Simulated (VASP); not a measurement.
# BaAl2B4 (P6/mmm) in VASP: a series of runs

The runs below take BaAl2B4 through single point, relaxation of cell and atoms, with PBE.

Program: VASP 6.6.1. These are calculated values, not measurements. Logs are shortened: lines on timing, memory, paths and dates and some standing lists are left out, and cuts for length are marked.

## 1. The cell of the first run

It takes space group P6/mmm (No. 191, hexagonal). The conventional cell has a = 3.181 Å, b = 3.181 Å, c = 10.303 Å, α = 90.00°, β = 90.00°, γ = 120.00°. Ba (site symmetry 6/mmm) has 12 B at 3.09 Å and 6 Ba at 3.18 Å and 2 Al at 3.86 Å within 4.1 Å. Al (site symmetry 6mm) has 6 B at 2.30 Å and 1 Al at 2.57 Å within 3.0 Å. B (site symmetry 3m) has 3 B at 1.84 Å and 3 Al at 2.30 Å within 2.4 Å.

The cell was generated, and may not be a known phase.

## 2. Single point, PBE

File INCAR:

```
SYSTEM = BaAl2B4
ALGO = Normal
EDIFF = 1E-6
ENCUT = 520
GGA = PE
ISIF = 2
ISMEAR = 0
LASPH = .True.
LCHARG = .True.
LELF = .True.
LREAL = .False.
LVHAR = .True.
LWAVE = .False.
NBANDS = 23
NELM = 60
PREC = Accurate
SIGMA = 0.1
```

File KPOINTS:

```
k-points
0
Gamma
  15 15 4
  0 0 0
```

File POSCAR:

```
BaAl2B4
1.0
    3.1811114616      0.0000000000      0.0000000000
   -1.5905557308      2.7549233380      0.0000000000
    0.0000000000      0.0000000000     10.3028821218
Ba Al B
1 2 4
Direct
    0.0000000000      0.0000000000      0.0000000000
    0.0000000000      0.0000000000      0.6248637370
    0.0000000000      0.0000000000      0.3751362630
    0.3333333333      0.6666666667      0.7589203758
    0.6666666667      0.3333333333      0.7589203758
    0.6666666667      0.3333333333      0.2410796242
    0.3333333333      0.6666666667      0.2410796242
```

Potentials or basis: VASP PAW PBE potentials, release 64 (Ba_sv, Al, B).

On the command line:

```
$ cat potpaw_PBE.64/Ba_sv/POTCAR potpaw_PBE.64/Al/POTCAR potpaw_PBE.64/B/POTCAR > POTCAR
$ mpirun -np 1 vasp_std > vasp.out
```

OUTCAR:

```text
SYSTEM = BaAl2B4
   EDIFF = 1E-6
   ENCUT = 520
   GGA = PE
   ISIF = 2
   ISMEAR = 0
   LASPH = .True.
   LREAL = .False.
   NELM = 60
   PREC = Accurate

 ion  position               nearest neighbor table
   1  0.000  0.000  0.000-   4 3.09   5 3.09   6 3.09   7 3.09   4 3.09   7 3.09   5 3.09   6 3.09
                             5 3.09   6 3.09   4 3.09   7 3.09   2 3.86   3 3.86
   2  0.000  0.000  0.625-   4 2.30   5 2.30   4 2.30   5 2.30   5 2.30   4 2.30   3 2.57   1 3.86

   3  0.000  0.000  0.375-   6 2.30   7 2.30   7 2.30   6 2.30   6 2.30   7 2.30   2 2.57   1 3.86

   4  0.333  0.667  0.759-   5 1.84   5 1.84   5 1.84   2 2.30   2 2.30   2 2.30   1 3.09   1 3.09
                             1 3.09
   5  0.667  0.333  0.759-   4 1.84   4 1.84   4 1.84   2 2.30   2 2.30   2 2.30   1 3.09   1 3.09
                             1 3.09
   6  0.667  0.333  0.241-   7 1.84   7 1.84   7 1.84   3 2.30   3 2.30   3 2.30   1 3.09   1 3.09
                             1 3.09
   7  0.333  0.667  0.241-   6 1.84   6 1.84   6 1.84   3 2.30   3 2.30   3 2.30   1 3.09   1 3.09
                             1 3.09

  LATTYP: Found a hexagonal cell.
 ALAT       =     3.1811114616
 C/A-ratio  =     3.2387680363

  Lattice vectors:

 A1 = (   3.1811114616,   0.0000000000,   0.0000000000)
 A2 = (  -1.5905557308,   2.7549233380,   0.0000000000)
 A3 = (   0.0000000000,   0.0000000000,  10.3028821218)

Analysis of symmetry for initial positions (statically):
=====================================================================
 Subroutine PRICEL returns:
 Original cell was already a primitive cell.

 Routine SETGRP: Setting up the symmetry group for a
 hexagonal supercell.

 Subroutine GETGRP returns: Found 24 space group operations
 (whereof 24 operations were pure point group operations)
 out of a pool of 24 trial point group operations.

The static configuration has the point symmetry D_6h.

Analysis of symmetry for dynamics (positions and initial velocities):
=====================================================================
 Subroutine PRICEL returns:
 Original cell was already a primitive cell.

 Routine SETGRP: Setting up the symmetry group for a
 hexagonal supercell.

 Subroutine GETGRP returns: Found 24 space group operations
 (whereof 24 operations were pure point group operations)
 out of a pool of 24 trial point group operations.

The dynamic configuration has the point symmetry D_6h.

 Subroutine INISYM returns: Found 24 space group operations
 (whereof 24 operations are pure point group operations),
 and found     1 'primitive' translations

----------------------------------------------------------------------------------------

                                     Primitive cell

  volume of cell :      90.2916

  direct lattice vectors                    reciprocal lattice vectors
     3.181111462  0.000000000  0.000000000     0.314355536  0.181493254  0.000000000
    -1.590555731  2.754923338  0.000000000     0.000000000  0.362986507  0.000000000
     0.000000000  0.000000000 10.302882122     0.000000000  0.000000000  0.097060219

  length of vectors
     3.181111462  3.181111462 10.302882122     0.362986507  0.362986507  0.097060219

  position of ions in fractional coordinates (direct lattice)
     0.000000000  0.000000000  0.000000000
     0.000000000  0.000000000  0.624863737
     0.000000000  0.000000000  0.375136263
     0.333333333  0.666666667  0.758920376
     0.666666667  0.333333333  0.758920376
     0.666666667  0.333333333  0.241079624
     0.333333333  0.666666667  0.241079624

  ion indices of the primitive-cell ions
   primitive index   ion index
                 1           1
                 2           2
                 3           3
                 4           4
                 5           5
                 6           6
                 7           7

----------------------------------------------------------------------------------------

 KPOINTS: k-points

Automatic generation of k-mesh.
 Grid dimensions read from file:
 generate k-points for:   15   15    4

 Generating k-lattice:

  Cartesian coordinates                     Fractional coordinates (reciprocal lattice)
     0.020957036  0.012099550  0.000000000     0.066666667  0.000000000  0.000000000
     0.000000000  0.024199100  0.000000000     0.000000000  0.066666667  0.000000000
     0.000000000  0.000000000  0.024265055     0.000000000  0.000000000  0.250000000

  Length of vectors
     0.024199100  0.024199100  0.024265055

  Shift w.r.t. Gamma in fractional coordinates (k-lattice)
     0.000000000  0.000000000  0.000000000

 Subroutine IBZKPT returns following result:
 ===========================================

 Found     81 irreducible k-points:

 Following reciprocal coordinates:
            Coordinates               Weight
  0.000000  0.000000  0.000000      1.000000
  0.066667  0.000000  0.000000      6.000000
  0.133333  0.000000  0.000000      6.000000
[... 94 lines left out ...]
  band No.  band energies     occupation
      1     -21.9855      2.00000
      2      -8.0633      2.00000
      3      -6.4824      2.00000
      4      -5.4176      2.00000
      5      -4.7257      2.00000
      6      -4.5059      2.00000
[... 15 lines left out ...]
     22      12.6848      0.00000
     23      12.8310      0.00000

 k-point     3 :       0.1333    0.0000    0.0000
  band No.  band energies     occupation
      1     -21.8673      2.00000
      2      -7.8930      2.00000
      3      -6.3000      2.00000
      4      -5.4224      2.00000
      5      -5.2440      2.00000
      6      -4.6699      2.00000
[... 15 lines left out ...]
     22      12.0201      0.00000
     23      12.0572      0.00000

 k-point     4 :       0.2000    0.0000    0.0000
  band No.  band energies     occupation
      1     -21.6853      2.00000
      2      -7.6223      2.00000
      3      -6.5256      2.00000
      4      -5.7816      2.00000
      5      -4.9611      2.00000
      6      -4.8977      2.00000
[... 15 lines left out ...]
     22      12.7381      0.00000
     23      12.9153      0.00000

 k-point     5 :       0.2667    0.0000    0.0000
  band No.  band energies     occupation
      1     -21.4632      2.00000
      2      -7.4367      2.00000
      3      -7.2753      2.00000
      4      -5.3335      2.00000
      5      -5.1417      2.00000
      6      -4.5773      2.00000
[... 15 lines left out ...]
     22      12.7386      0.00000
     23      13.0866      0.00000

 k-point     6 :       0.3333    0.0000    0.0000
  band No.  band energies     occupation
      1     -21.2353      2.00000
      2      -8.2767      2.00000
      3      -6.8959      2.00000
      4      -5.3602      2.00000
      5      -4.6997      2.00000
      6      -4.1012      2.00000
[... 15 lines left out ...]
     22      12.6982      0.00000
     23      12.8971      0.00000

 k-point     7 :       0.4000    0.0000    0.0000
  band No.  band energies     occupation
      1     -21.0449      2.00000
      2      -8.9040      2.00000
      3      -6.5558      2.00000
      4      -5.5221      2.00000
      5      -3.9259      2.00000
      6      -3.5412      2.00000
[... 353 lines left out ...]
     22      11.3705      0.00000
     23      14.0197      0.00000

 k-point    21 :       0.2000    0.2000    0.0000
  band No.  band energies     occupation
      1     -21.1810      2.00000
      2      -8.0656      2.00000
      3      -6.8113      2.00000
      4      -6.1180      2.00000
      5      -4.5514      2.00000
      6      -3.9877      2.00000
[... 15 lines left out ...]
     22      12.7924      0.00000
     23      12.8525      0.00000

 k-point    22 :       0.2667    0.2000    0.0000
  band No.  band energies     occupation
      1     -21.0012      2.00000
      2      -8.4801      2.00000
      3      -6.5764      2.00000
      4      -6.4968      2.00000
      5      -3.8485      2.00000
      6      -3.4619      2.00000
[... 15 lines left out ...]
     22      12.3106      0.00000
     23      12.7766      0.00000

 k-point    23 :       0.3333    0.2000    0.0000
  band No.  band energies     occupation
      1     -20.8733      2.00000
      2      -8.7575      2.00000
      3      -6.8786      2.00000
      4      -6.2635      2.00000
      5      -3.0213      2.00000
      6      -2.8468      2.00000
[... 15 lines left out ...]
     22      12.4752      0.00000
     23      12.8797      0.00000

 k-point    24 :       0.4000    0.2000    0.0000
  band No.  band energies     occupation
      1     -20.8268      2.00000
      2      -8.8559      2.00000
      3      -6.9829      2.00000
      4      -6.1767      2.00000
      5      -2.3826      2.00000
      6      -2.2441      2.00000
[... 15 lines left out ...]
     22      12.5046      0.00000
     23      13.0384      0.00000

 [... further k-points ...]
[... 5 lines left out ...]
  --------------------------------------------------------------------------------------
  -------------------------------------------------------------------------------------
  Total        0.8193006      0.8193006      0.6915309      0.0000000      0.0000000      0.0000000
  in kB       14.5380690     14.5380690     12.2708607      0.0000000      0.0000000      0.0000000
  external PRESSURE =      13.7823329 kB  Pullay stress =       0.0000000 kB

 VOLUME and BASIS-vectors are now :
 -----------------------------------------------------------------------------
  energy-cutoff  :      520.00
  volume of cell :       90.29
      direct lattice vectors                 reciprocal lattice vectors
     3.181111462  0.000000000  0.000000000     0.314355536  0.181493254  0.000000000
    -1.590555731  2.754923338  0.000000000     0.000000000  0.362986507  0.000000000
     0.000000000  0.000000000 10.302882122     0.000000000  0.000000000  0.097060219

 POSITION                                       TOTAL-FORCE (eV/Angst)
 -----------------------------------------------------------------------------------
      0.00000      0.00000      0.00000        -0.000000      0.000000      0.000000
      0.00000      0.00000      6.43790        -0.000000     -0.000000      0.005093
      0.00000      0.00000      3.86498         0.000000      0.000000     -0.005093
     -0.00000      1.83662      7.81907         0.000000     -0.000000     -0.075308
      1.59056      0.91831      7.81907        -0.000000      0.000000     -0.075308
      1.59056      0.91831      2.48381        -0.000000      0.000000      0.075308
     -0.00000      1.83662      2.48381         0.000000     -0.000000      0.075308
 -----------------------------------------------------------------------------------
    total drift:                                0.000000     -0.000000     -0.000000

  FREE ENERGIE OF THE ION-ELECTRON SYSTEM (eV)
  ---------------------------------------------------
  free  energy   TOTEN  =       -35.6585229059 eV

  energy  without entropy=      -35.6514624008  energy(sigma->0) =      -35.65499265
```

It took 60 s on 1 thread of Intel Xeon 6975P-C (Granite Rapids), shared host; peak memory 0.31 GiB.

What came out:

```yaml
Free_energy: -35.6585 eV
Pressure: 1.4 GPa
Largest_force: 0.075 eV/Å
Band_gap_on_the_k_mesh: zero (bands 14 and 15 overlap by 3.06 eV)
```

Forces in eV/Å, atoms in the order of the input:
```
Ba   0.000  0.000  0.000
Al   0.000  0.000  0.005
Al   0.000  0.000 -0.005
B    0.000  0.000 -0.075
B    0.000  0.000 -0.075
B    0.000  0.000  0.075
B    0.000  0.000  0.075
```

Stress tensor (GPa, compression positive):
```
1.45 0.00 0.00
0.00 1.45 0.00
0.00 0.00 1.23
```

Caveat: spin-orbit coupling is left out, which moves the levels of the heavy elements.

## 3. Relaxation of cell and atoms, PBE

This run uses another cell than the first one, of 13.64 Å³/atom.

File INCAR:

```
SYSTEM = BaAl2B4
PREC = Accurate ; ENCUT = 600
EDIFF = 1E-6 ; ISMEAR = 0
SIGMA = 0.1 ; LREAL = .FALSE.
LASPH = .TRUE. ; NELM = 60
ALGO = Normal ; ISIF = 3
LWAVE = .FALSE. ; LCHARG = .FALSE.
GGA = PE ; IBRION = 2
NSW = 90 ; EDIFFG = -0.04
```

File KPOINTS:

```
Automatic mesh
0
G
  6 6 4
  0 0 0
```

File POSCAR:

```
BaAl2B4
1.0
    3.9558352900      0.0000000000      0.0000000000
   -1.9779176500      3.4258538600      0.0000000000
    0.0000000000      0.0000000000      7.0478297200
Ba Al B
1 2 4
Direct
    0.0000000000      0.0000000000      0.0000000000
    0.0000000000      0.0000000000      0.6540345700
    0.0000000000      0.0000000000      0.3459654300
    0.3333333300      0.6666666700      0.9271265000
    0.6666666700      0.3333333300      0.9271265000
    0.6666666700      0.3333333300      0.0728735000
    0.3333333300      0.6666666700      0.0728735000
```

Potentials or basis: VASP PAW PBE potentials, release 64 (Ba_sv, Al, B).

On the command line:

```
$ cat potpaw_PBE.64/Ba_sv/POTCAR potpaw_PBE.64/Al/POTCAR potpaw_PBE.64/B/POTCAR > POTCAR
$ mpirun -np 1 vasp_std > vasp.out
```

Run time: 6.9 min. Hardware: 1 thread of Intel Xeon 6975P-C (Granite Rapids), shared host; peak memory 0.27 GiB.

It converged, with:

```yaml
Free_energy: -35.6535 eV
Relaxed_volume: 13.03 Å³/atom
Relaxed_cell: a = 3.198 Å, b = 3.198 Å, c = 10.303 Å, α = 90.00°, β = 90.00°, γ = 120.00°
Space_group_after_relaxing_to_0.1_Å: P6/mmm (No. 191)
Pressure_after_relaxing: -0.2 GPa
Largest_force_after_relaxing: 0.039 eV/Å
Band_gap_on_the_k_mesh: zero (bands 14 and 15 overlap by 2.63 eV)
```

Forces in eV/Å, atoms in the order of the input:
```
Ba   0.000  0.000  0.000
Al   0.000  0.000  0.039
Al   0.000  0.000 -0.039
B    0.000  0.000 -0.015
B    0.000  0.000 -0.015
B    0.000  0.000  0.015
B    0.000  0.000  0.015
```

Stress tensor (GPa, compression positive):
```
-0.29  0.00  0.00
 0.00 -0.29  0.00
 0.00  0.00  0.08
```

Final structure:
```
Ba Al B
1.0
     3.19769    0.00000    0.00000
    -1.59885    2.76928    0.00000
     0.00000    0.00000   10.30314
Ba Al B
1 2 4
Direct
  0.00000 0.00000 0.00000
  0.00000 0.00000 0.62453
  0.00000 0.00000 0.37547
  0.33333 0.66667 0.75822
  0.66667 0.33333 0.75822
  0.66667 0.33333 0.24178
  0.33333 0.66667 0.24178
```

Levels at points of the mesh, in eV from the Fermi level:
| k point | band 10 | band 11 | band 12 | band 13 | band 14 | band 15 | band 16 | band 17 | band 18 |
| --- | --- | --- | --- | --- | --- | --- | --- | --- | --- |
| (0.00, 0.00, 0.00) | -0.84 | -0.84 | -0.75 | -0.75 | 0.43 | 3.05 | 3.43 | 3.43 | 3.64 |
| (0.50, 0.00, 0.00) | -3.42 | -3.40 | -3.32 | -3.02 | -1.39 | -0.04 | 1.20 | 1.68 | 3.28 |
| (0.00, 0.00, 0.50) | -0.82 | -0.82 | -0.77 | -0.77 | 0.23 | 2.69 | 3.44 | 3.44 | 3.92 |
| (0.50, 0.00, 0.50) | -3.45 | -3.29 | -3.09 | -2.09 | -1.89 | 0.12 | 0.34 | 1.53 | 2.27 |

Caveat: a cell axis changed by over 15 % at a fixed basis, so the end point is rough; spin-orbit coupling is left out, which moves the levels of the heavy elements.

## 4. Relaxation of cell and atoms, PBE

This run uses another cell than the first one, of 12.86 Å³/atom.

File INCAR:

```
SYSTEM = BaAl2B4
  ALGO = Normal
  EDIFF = 1E-6
  EDIFFG = -0.01
  ENCUT = 600
  GGA = PE
  IBRION = 2
  ISIF = 3
  ISMEAR = 0
  LASPH = .True.
  LCHARG = .False.
  LREAL = .False.
  LWAVE = .False.
  NELM = 60
  NSW = 100
  PREC = Accurate
  SIGMA = 0.1
```

File KPOINTS:

```
k-points
0
Gamma
  15 15 4
  0 0 0
```

File POSCAR:

```
BaAl2B4
1.0
    3.1819934423      0.0000000000      0.0000000000
   -1.5909967212      2.7556871557      0.0000000000
    0.0000000000      0.0000000000     10.2676303981
Ba Al B
1 2 4
Direct
    0.0000000000      0.0000000000      0.0000000000
    0.0000000000      0.0000000000      0.6249184531
    0.0000000000      0.0000000000      0.3750815469
    0.3333333333      0.6666666667      0.7595291171
    0.6666666667      0.3333333333      0.7595291171
    0.6666666667      0.3333333333      0.2404708829
    0.3333333333      0.6666666667      0.2404708829
```

On the command line:

```
$ cat potpaw_PBE.64/Ba_sv/POTCAR potpaw_PBE.64/Al/POTCAR potpaw_PBE.64/B/POTCAR > POTCAR
$ mpirun -np 1 vasp_std > vasp.out
```

It took 4.5 min on 1 thread of Intel Xeon 6975P-C (Granite Rapids), shared host; peak memory 0.37 GiB.

Results (log left out):

| Quantity | Value |
| --- | --- |
| Free energy | -35.6692 eV |
| Relaxed volume | 13.05 Å³/atom |
| Relaxed cell | a = 3.193 Å, b = 3.193 Å, c = 10.347 Å, α = 90.00°, β = 90.00°, γ = 120.00° |
| Space group after relaxing (to 0.1 Å) | P6/mmm (No. 191) |
| Energy gained by relaxing | 1.7 meV/atom |
| Ionic steps | 7 |
| Pressure after relaxing | 0.0 GPa |
| Largest force after relaxing | 0.004 eV/Å |
| Band gap on the k mesh | zero (bands 14 and 15 overlap by 3.05 eV) |

Forces in eV/Å, atoms in the order of the input:
```
Ba   0.000  0.000  0.000
Al   0.000  0.000  0.003
Al   0.000  0.000 -0.003
B    0.000  0.000 -0.004
B    0.000  0.000 -0.004
B    0.000  0.000  0.004
B    0.000  0.000  0.004
```

The path:
```
step  energy change (eV)  largest force (eV/Å)  pressure (GPa)  volume (Å³)
   1              0.0000                0.1090            1.66        90.03
   2             -0.0078                0.0887           -0.67        91.78
   3             -0.0084                0.0924           -0.21        91.43
   4             -0.0099                0.0575           -0.08        91.38
   5             -0.0104                0.0994            0.04        91.34
   6             -0.0115                0.0501            0.00        91.36
   7             -0.0120                0.0043           -0.03        91.37
```

Final structure:
```yaml
crystal:
  lattice:
    - [3.19329, 0.00000, 0.00000]
    - [-1.59664, 2.76547, 0.00000]
    - [0.00000, 0.00000, 10.34650]
  atoms:
    - { symbol: Ba, position: [0.00000, 0.00000, 0.00000] }
    - { symbol: Al, position: [0.00000, 0.00000, 0.62439] }
    - { symbol: Al, position: [0.00000, 0.00000, 0.37561] }
    - { symbol: B, position: [0.33333, 0.66667, 0.75733] }
    - { symbol: B, position: [0.66667, 0.33333, 0.75733] }
    - { symbol: B, position: [0.66667, 0.33333, 0.24267] }
    - { symbol: B, position: [0.33333, 0.66667, 0.24267] }
```

Levels at points of the mesh, in eV from the Fermi level:
| k point | band 11 | band 12 | band 13 | band 14 | band 15 | band 16 | band 17 | band 18 |
| --- | --- | --- | --- | --- | --- | --- | --- | --- |
| (0.00, 0.00, 0.00) | -1.13 | -1.05 | -1.05 | 0.22 | 2.72 | 3.23 | 3.23 | 3.39 |
| (0.00, 0.00, 0.50) | -1.11 | -1.06 | -1.06 | 0.03 | 2.33 | 3.23 | 3.23 | 3.31 |

Caveat: spin-orbit coupling is left out, which moves the levels of the heavy elements.

## 5. Summary

```tsv
task	cell	k mesh	cutoff (eV)	gap on the mesh (eV)	pressure (GPa)	relaxed volume (Å³/atom)	largest force (eV/Å)
single point	a = 3.181, b = 3.181, c = 10.303 Å, angles 90.0, 90.0, 120.0°, 7 atoms, atomic positions A	15 × 15 × 4	520	none	1.4	-	0.08
relaxation of cell and atoms	relaxed from a = 3.956, b = 3.956, c = 7.048 Å, angles 90.0, 90.0, 120.0°, 7 atoms, atomic positions B	6 × 6 × 4	600	none	-0.2	13.03	0.04
relaxation of cell and atoms	relaxed from a = 3.182, b = 3.182, c = 10.268 Å, angles 90.0, 90.0, 120.0°, 7 atoms, atomic positions C	15 × 15 × 4	600	none	0.0	13.05	-
```

Alike in all rows: level PBE; potentials or basis VASP PAW PBE potentials, release 64 (Ba_sv, Al, B); no spin polarisation; smearing gaussian 0.1 eV.

Caveats: spin-orbit coupling is left out, which moves the levels of the heavy elements; a cell axis changed by over 15 % at a fixed basis, so the end point is rough (at least some runs).

Absolute energies hang on the potentials; compare differences alone.
